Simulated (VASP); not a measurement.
# Al3GaSb4 (P-43m) in VASP: a series of runs

The runs below take Al3GaSb4 through single point, relaxation of cell and atoms, with LDA.

Everything below comes from runs of VASP 6.6.1. Logs are shortened: lines on timing, memory, paths and dates and some standing lists are left out, and cuts for length are marked.

### 1 The cell of the first run

It takes space group P-43m (No. 215, cubic). Conventional cell: a = 6.094 Å, b = 6.094 Å, c = 6.094 Å, α = 90.00°, β = 90.00°, γ = 90.00°. Al (site symmetry -42m) has 4 Sb at 2.64 Å within 3.5 Å. Within 3.5 Å of Ga (site symmetry -43m) lie 4 Sb at 2.63 Å. Within 3.5 Å of Sb (site symmetry 3m) lie 1 Ga at 2.63 Å and 3 Al at 2.64 Å.

### 2 Single point, LDA

The input, INCAR:

```
PREC = Accurate ; ENCUT = 520
EDIFF = 1E-6 ; ISMEAR = 0
SIGMA = 0.02 ; LREAL = False
LASPH = True ; NELM = 80
ALGO = Normal ; ISIF = 2
LWAVE = False ; LCHARG = False
GGA = CA ; NBANDS = 31
```

The input, KPOINTS:

```
Automatic mesh
0
Gamma
  6 6 6
```

The input, POSCAR:

```
Al3GaSb4
1.0
    6.0936889456      0.0000000000      0.0000000000
    0.0000000000      6.0936889456      0.0000000000
    0.0000000000      0.0000000000      6.0936889456
Al Ga Sb
3 1 4
Direct
    0.5000000000      0.5000000000      0.0000000000
    0.5000000000      0.0000000000      0.5000000000
    0.0000000000      0.5000000000      0.5000000000
    0.0000000000      0.0000000000      0.0000000000
    0.7508692135      0.7508692135      0.2491307865
    0.7508692135      0.2491307865      0.7508692135
    0.2491307865      0.7508692135      0.7508692135
    0.2491307865      0.2491307865      0.2491307865
```

Potentials or basis: VASP PAW LDA potentials, release 64 (Al, Ga_d, Sb).

Command:

```sh
$ cat potpaw_LDA.64/Al/POTCAR potpaw_LDA.64/Ga_d/POTCAR potpaw_LDA.64/Sb/POTCAR > POTCAR
$ mpirun -np 1 vasp_std > vasp.out
```

OUTCAR:

```text
PREC = Accurate
   ENCUT = 520
   EDIFF = 1E-6
   ISMEAR = 0
   LREAL = False
   LASPH = True
   NELM = 80
   ISIF = 2
   GGA = CA

 ion  position               nearest neighbor table
   1  0.500  0.500  0.000-   5 2.64   6 2.64   7 2.64   8 2.64
   2  0.500  0.000  0.500-   5 2.64   6 2.64   7 2.64   8 2.64
   3  0.000  0.500  0.500-   5 2.64   6 2.64   7 2.64   8 2.64
   4  0.000  0.000  0.000-   5 2.63   6 2.63   7 2.63   8 2.63
   5  0.751  0.751  0.249-   4 2.63   2 2.64   3 2.64   1 2.64
   6  0.751  0.249  0.751-   4 2.63   2 2.64   3 2.64   1 2.64
   7  0.249  0.751  0.751-   4 2.63   2 2.64   3 2.64   1 2.64
   8  0.249  0.249  0.249-   4 2.63   2 2.64   3 2.64   1 2.64

  LATTYP: Found a simple cubic cell.
 ALAT       =     6.0936889456

  Lattice vectors:

 A1 = (   6.0936889456,   0.0000000000,   0.0000000000)
 A2 = (   0.0000000000,   6.0936889456,   0.0000000000)
 A3 = (   0.0000000000,   0.0000000000,   6.0936889456)

Analysis of symmetry for initial positions (statically):
=====================================================================
 Subroutine PRICEL returns:
 Original cell was already a primitive cell.

 Routine SETGRP: Setting up the symmetry group for a
 simple cubic supercell.

 Subroutine GETGRP returns: Found 24 space group operations
 (whereof 24 operations were pure point group operations)
 out of a pool of 48 trial point group operations.

The static configuration has the point symmetry T_d .

Analysis of symmetry for dynamics (positions and initial velocities):
=====================================================================
 Subroutine PRICEL returns:
 Original cell was already a primitive cell.

 Routine SETGRP: Setting up the symmetry group for a
 simple cubic supercell.

 Subroutine GETGRP returns: Found 24 space group operations
 (whereof 24 operations were pure point group operations)
 out of a pool of 48 trial point group operations.

The dynamic configuration has the point symmetry T_d .

 Subroutine INISYM returns: Found 24 space group operations
 (whereof 24 operations are pure point group operations),
 and found     1 'primitive' translations

----------------------------------------------------------------------------------------

                                     Primitive cell

  volume of cell :     226.2772

  direct lattice vectors                    reciprocal lattice vectors
     6.093688946  0.000000000  0.000000000     0.164104208  0.000000000  0.000000000
     0.000000000  6.093688946  0.000000000     0.000000000  0.164104208  0.000000000
     0.000000000  0.000000000  6.093688946     0.000000000  0.000000000  0.164104208

  length of vectors
     6.093688946  6.093688946  6.093688946     0.164104208  0.164104208  0.164104208

  position of ions in fractional coordinates (direct lattice)
     0.500000000  0.500000000  0.000000000
     0.500000000  0.000000000  0.500000000
     0.000000000  0.500000000  0.500000000
     0.000000000  0.000000000  0.000000000
     0.750869214  0.750869214  0.249130786
     0.750869214  0.249130786  0.750869214
     0.249130786  0.750869214  0.750869214
     0.249130786  0.249130786  0.249130786

  ion indices of the primitive-cell ions
   primitive index   ion index
                 1           1
                 2           2
                 3           3
                 4           4
                 5           5
                 6           6
                 7           7
                 8           8

----------------------------------------------------------------------------------------

 KPOINTS: Automatic mesh

Automatic generation of k-mesh.
 Grid dimensions read from file:
 generate k-points for:    6    6    6

 Generating k-lattice:

  Cartesian coordinates                     Fractional coordinates (reciprocal lattice)
     0.027350701  0.000000000  0.000000000     0.166666667  0.000000000  0.000000000
     0.000000000  0.027350701  0.000000000     0.000000000  0.166666667  0.000000000
     0.000000000  0.000000000  0.027350701     0.000000000  0.000000000  0.166666667

  Length of vectors
     0.027350701  0.027350701  0.027350701

  Shift w.r.t. Gamma in fractional coordinates (k-lattice)
     0.000000000  0.000000000  0.000000000

 Subroutine IBZKPT returns following result:
 ===========================================

 Found     20 irreducible k-points:

 Following reciprocal coordinates:
            Coordinates               Weight
  0.000000  0.000000  0.000000      1.000000
  0.166667  0.000000  0.000000      6.000000
  0.333333  0.000000  0.000000      6.000000
  0.500000  0.000000  0.000000      3.000000
  0.166667  0.166667  0.000000     12.000000
  0.333333  0.166667  0.000000     24.000000
[... 12 lines left out ...]
  0.500000  0.500000  0.333333      6.000000
  0.500000  0.500000  0.500000      1.000000
   k-points           NKPTS =     20   k-points in BZ     NKDIM =     20   number of bands    NBANDS=     31
   number of dos      NEDOS =    301   number of ions     NIONS =      8
   total plane-waves  NPLWV = 110592
   dimension x,y,z NGX =    48 NGY =   48 NGZ =   48
   dimension x,y,z NGXF=    96 NGYF=   96 NGZF=   96
   ions per type =               3   1   4
   NGX,Y,Z   is equivalent  to a cutoff of  13.10, 13.10, 13.10 a.u.
   NGXF,Y,Z  is equivalent  to a cutoff of  26.19, 26.19, 26.19 a.u.
 SYSTEM =  unknown system
   PREC   = accura    normal or accurate (medium, high low for compatibility)
   ISTART =      0    job   : 0-new  1-cont  2-samecut
   ICHARG =      2    charge: 1-file 2-atom 10-const
   ISPIN  =      1    spin polarized calculation?
   LNONCOLLINEAR =      F non collinear calculations
   LSORBIT =      F    spin-orbit coupling
   LASPH  =      T    aspherical Exc in radial PAW
   ENCUT  =  520.0 eV  38.22 Ry    6.18 a.u.  11.33 11.33 11.33*2*pi/ulx,y,z
   NELM   =     80;   NELMIN=  2; NELMDL= -5     # of ELM steps
   EDIFF  = 0.1E-05   stopping-criterion for ELM
   LREAL  =      F    real-space projection
   EDIFFG = 0.1E-04   stopping-criterion for IOM
   NSW    =      0    number of steps for IOM
   IBRION =     -1    ionic relax: 0-MD 1-quasi-New 2-CG
   NFREE  =      0    steps in history (QN), initial steepest desc. (CG)
   ISIF   =      2    stress and relaxation
   ISYM   =      2    0-nonsym 1-usesym 2-fastsym
   POTIM  = 0.5000    time-step for ionic-motion
   TEBEG  =    0.0;   TEEND  =   0.0 temperature during run
   PSTRESS=    0.0 pullay stress
   NELECT =      42.0000    total number of electrons
   NUPDOWN=      -1.0000    fix difference up-down
   EMIN   =  10.00;   EMAX   =-10.00  energy-range for DOS
   EFERMI =   0.00;   METHOD = LEGACY
   ISMEAR =     0;   SIGMA  =   0.02  broadening in eV -4-tet -1-fermi 0-gaus
   EFERMI_NEDOS =   21; number of points for ismear=-14 and -15
   IALGO  =     38    algorithm
   IMIX   =      4    mixing-type and parameters
     AMIX     =   0.40;   BMIX     =  1.00
     AMIX_MAG =   1.60;   BMIX_MAG =  1.00
  volume/ion in A,a.u.               =      28.28       190.87
  Fermi-wavevector in a.u.,A,eV,Ry     =   0.933851  1.764723 11.865340  0.872078
  Thomas-Fermi vector in A             =   2.060595
   LORBIT       =      0    0 simple, 1 ext, 2 COOP (PROOUT), +10 PAW based schemes
   GGA     = CA    functional components
   LHFCALC =     F    Hartree Fock is set to
   AEXX    =    0.0000 exact exchange contribution
   IVDW    =     0    specifies the selected vdW correction
   LEPSILON=     F    determine dielectric tensor
   LRPA    =     F    only Hartree local field effects (RPA)
 non-spin polarized calculation
 Gauss-broadening in eV      SIGMA  =   0.02
  energy-cutoff  :      520.00
  volume of cell :      226.28
 maximum number of plane-waves:      6140
 NGX is ok and might be reduce to    48
   NGX = 23   NGY = 23   NGZ = 23

 number of electron      42.0000016 magnetization

 Free energy of the ion-electron system (eV)
  ---------------------------------------------------
  ext. energy  EPLUGINS =         0.00000000
  ---------------------------------------------------
  free energy    TOTEN  =       -36.49473562 eV

  energy without entropy =      -36.49473562  energy(sigma->0) =      -36.49473562

 E-fermi :   4.9420     XC(G=0):  -9.0855

 val. band max:        4.8329744685   @ k =   0.0000   0.0000   0.0000
 cond. band min:       5.2758421484   @ k =   0.5000   0.5000   0.5000
 fundamental gap:      0.4428676798
 Fermi energy:         4.9419816719

 k-point     1 :       0.0000    0.0000    0.0000
  band No.  band energies     occupation
      1     -10.1306      2.00000
      2     -10.1306      2.00000
      3     -10.1306      2.00000
      4     -10.0825      2.00000
      5     -10.0825      2.00000
      6      -6.2391      2.00000
[... 23 lines left out ...]
     30       7.8538      0.00000
     31       7.8538      0.00000

 k-point     2 :       0.1667    0.0000    0.0000
  band No.  band energies     occupation
      1     -10.1307      2.00000
      2     -10.1307      2.00000
      3     -10.1307      2.00000
      4     -10.0824      2.00000
      5     -10.0824      2.00000
      6      -6.1497      2.00000
[... 23 lines left out ...]
     30       8.2776      0.00000
     31       8.2776      0.00000

 k-point     3 :       0.3333    0.0000    0.0000
  band No.  band energies     occupation
      1     -10.1309      2.00000
      2     -10.1309      2.00000
      3     -10.1309      2.00000
      4     -10.0824      2.00000
      5     -10.0822      2.00000
      6      -5.8876      2.00000
[... 567 lines left out ...]
     30       8.6552      0.00000
     31       8.6926      0.00000

 k-point    20 :       0.5000    0.5000    0.5000
  band No.  band energies     occupation
      1     -10.1318      2.00000
      2     -10.1318      2.00000
      3     -10.1318      2.00000
      4     -10.0818      2.00000
      5     -10.0818      2.00000
      6      -4.9322      2.00000
[... 23 lines left out ...]
     30       8.5167      0.00000
     31       8.5168      0.00000

------------------------ aborting loop because EDIFF is reached ----------------------------------------

  FORCE on cell =-STRESS in cart. coord.  units (eV):
  Direction    XX          YY          ZZ          XY          YZ          ZX
  --------------------------------------------------------------------------------------
  -------------------------------------------------------------------------------------
  Total        0.4759826      0.4759826      0.4759826      0.0000000      0.0000000      0.0000000
  in kB        3.3702402      3.3702402      3.3702402      0.0000000      0.0000000      0.0000000
  external PRESSURE =       3.3702402 kB  Pullay stress =       0.0000000 kB

 VOLUME and BASIS-vectors are now :
 -----------------------------------------------------------------------------
  energy-cutoff  :      520.00
  volume of cell :      226.28
      direct lattice vectors                 reciprocal lattice vectors
     6.093688946  0.000000000  0.000000000     0.164104208  0.000000000  0.000000000
     0.000000000  6.093688946  0.000000000     0.000000000  0.164104208  0.000000000
     0.000000000  0.000000000  6.093688946     0.000000000  0.000000000  0.164104208

 POSITION                                       TOTAL-FORCE (eV/Angst)
 -----------------------------------------------------------------------------------
      3.04684      3.04684      0.00000        -0.000000     -0.000000      0.000000
      3.04684      0.00000      3.04684         0.000000     -0.000000      0.000000
      0.00000      3.04684      3.04684         0.000000      0.000000      0.000000
      0.00000      0.00000      0.00000         0.000000      0.000000      0.000000
      4.57556      4.57556      1.51813         0.009074      0.009074     -0.009074
      4.57556      1.51813      4.57556         0.009074     -0.009074      0.009074
      1.51813      4.57556      4.57556        -0.009074      0.009074      0.009074
      1.51813      1.51813      1.51813        -0.009074     -0.009074     -0.009074
 -----------------------------------------------------------------------------------
    total drift:                               -0.000000     -0.000000      0.000000

  FREE ENERGIE OF THE ION-ELECTRON SYSTEM (eV)
  ---------------------------------------------------
  free  energy   TOTEN  =       -36.4947356242 eV

  energy  without entropy=      -36.4947356242  energy(sigma->0) =      -36.49473562
```

Wall time 3.6 min (1 thread of Intel Xeon 8259CL, shared host); peak memory 0.34 GiB.

Results:

```
Free energy            : -36.4947 eV
Pressure               : 0.3 GPa
Largest force          : 0.016 eV/Å
Band gap on the k mesh : 0.44 eV (least direct gap 0.67 eV)
```

Forces in eV/Å, atoms in the order of the input:
```
Al   0.000  0.000  0.000
Al   0.000  0.000  0.000
Al   0.000  0.000  0.000
Ga   0.000  0.000  0.000
Sb   0.009  0.009 -0.009
Sb   0.009 -0.009  0.009
Sb  -0.009  0.009  0.009
Sb  -0.009 -0.009 -0.009
```

Caveat: semilocal functionals underestimate gaps, and a narrow one can read as zero; spin-orbit coupling is left out, which moves the levels of the heavy elements. A k mesh can miss the band edges.

### 3 Relaxation of cell and atoms, LDA

This run uses another cell than the first one, of 28.13 Å³/atom.

The input, INCAR:

```
SYSTEM = Al3GaSb4
PREC     = Accurate       ! precision mode
ENCUT    = 600            ! plane-wave cutoff, eV
EDIFF    = 1E-7           ! SCF threshold, eV
ISMEAR   = 0              ! smearing method
SIGMA    = 0.02           ! smearing width, eV
LREAL    = .False.        ! projectors in reciprocal space
LASPH    = .True.         ! aspherical terms in the spheres
NELM     = 80             ! most SCF steps
ALGO     = Normal         ! electronic algorithm
ISIF     = 3              ! what is computed and relaxed
LWAVE    = .False.        ! write WAVECAR
LCHARG   = .False.        ! write CHGCAR
IBRION   = 2              ! ionic algorithm
NSW      = 100            ! ionic steps
EDIFFG   = -0.005         ! ionic threshold
```

The input, KPOINTS:

```
regular mesh
0
Gamma
  6 6 6
  0 0 0
```

The input, POSCAR:

```
Al3GaSb4
1.0
    6.0823045099      0.0000000000      0.0000000000
    0.0000000000      6.0823045099      0.0000000000
    0.0000000000      0.0000000000      6.0823045099
Al Ga Sb
3 1 4
Direct
    0.5000000000      0.5000000000      0.0000000000
    0.5000000000      0.0000000000      0.5000000000
    0.0000000000      0.5000000000      0.5000000000
    0.0000000000      0.0000000000      0.0000000000
    0.7508626496      0.7508626496      0.2491373504
    0.7508626496      0.2491373504      0.7508626496
    0.2491373504      0.7508626496      0.7508626496
    0.2491373504      0.2491373504      0.2491373504
```

Potentials or basis: VASP PAW LDA potentials, release 64 (Al, Ga_d, Sb).

Command:

```sh
$ cat potpaw_LDA.64/Al/POTCAR potpaw_LDA.64/Ga_d/POTCAR potpaw_LDA.64/Sb/POTCAR > POTCAR
$ mpirun -np 1 vasp_std > vasp.out
```

It took 15 min on 1 thread of Intel Xeon 8259CL, shared host; peak memory 0.39 GiB.

It converged, with:

```yaml
Free_energy: -36.4962 eV
Relaxed_volume: 28.44 Å³/atom
Relaxed_cell: a = 6.105 Å, b = 6.105 Å, c = 6.105 Å, α = 90.00°, β = 90.00°, γ = 90.00°
Space_group_after_relaxing_to_0.1_Å: P-43m (No. 215)
Energy_gained_by_relaxing: 0.7 meV/atom
Ionic_steps: 6
Pressure_after_relaxing: 0.0 GPa
Band_gap_on_the_k_mesh: 0.43 eV (least direct gap 0.67 eV)
```

The path:
```tsv
step	energy change (eV)	largest force (eV/Å)	pressure (GPa)	volume (Å³)
1	0.0000	0.0176	0.66	225.01
2	-0.0042	0.0053	-0.30	228.83
3	-0.0054	0.0091	0.00	227.61
4	-0.0054	0.0093	0.01	227.56
5	-0.0054	0.0052	0.01	227.56
6	-0.0054	0.0000	0.01	227.56
```

Final structure:
```yaml
crystal:
  lattice:
    - [6.10516, 0.00000, 0.00000]
    - [0.00000, 6.10516, 0.00000]
    - [0.00000, 0.00000, 6.10516]
  atoms:
    - { symbol: Al, position: [0.50000, 0.50000, 0.00000] }
    - { symbol: Al, position: [0.50000, 0.00000, 0.50000] }
    - { symbol: Al, position: [0.00000, 0.50000, 0.50000] }
    - { symbol: Ga, position: [0.00000, 0.00000, 0.00000] }
    - { symbol: Sb, position: [0.75100, 0.75100, 0.24900] }
    - { symbol: Sb, position: [0.75100, 0.24900, 0.75100] }
    - { symbol: Sb, position: [0.24900, 0.75100, 0.75100] }
    - { symbol: Sb, position: [0.24900, 0.24900, 0.24900] }
```

Levels at points of the mesh, in eV from the valence-band top:
| k point | band 19 | band 20 | band 21 | band 22 | band 23 | band 24 |
| --- | --- | --- | --- | --- | --- | --- |
| (0.00, 0.00, 0.00) | 0.00 | 0.00 | 0.00 | 0.67 | 1.13 | 1.13 |
| (0.50, 0.00, 0.00) | -1.53 | -1.44 | -1.44 | 1.41 | 1.63 | 2.86 |
| (0.50, 0.50, 0.00) | -1.06 | -1.06 | -1.03 | 2.05 | 2.44 | 2.44 |
| (0.50, 0.50, 0.50) | -0.97 | -0.95 | -0.95 | 0.43 | 1.28 | 1.28 |

Caveat: semilocal functionals underestimate gaps, and a narrow one can read as zero; spin-orbit coupling is left out, which moves the levels of the heavy elements. A k mesh can miss the band edges.
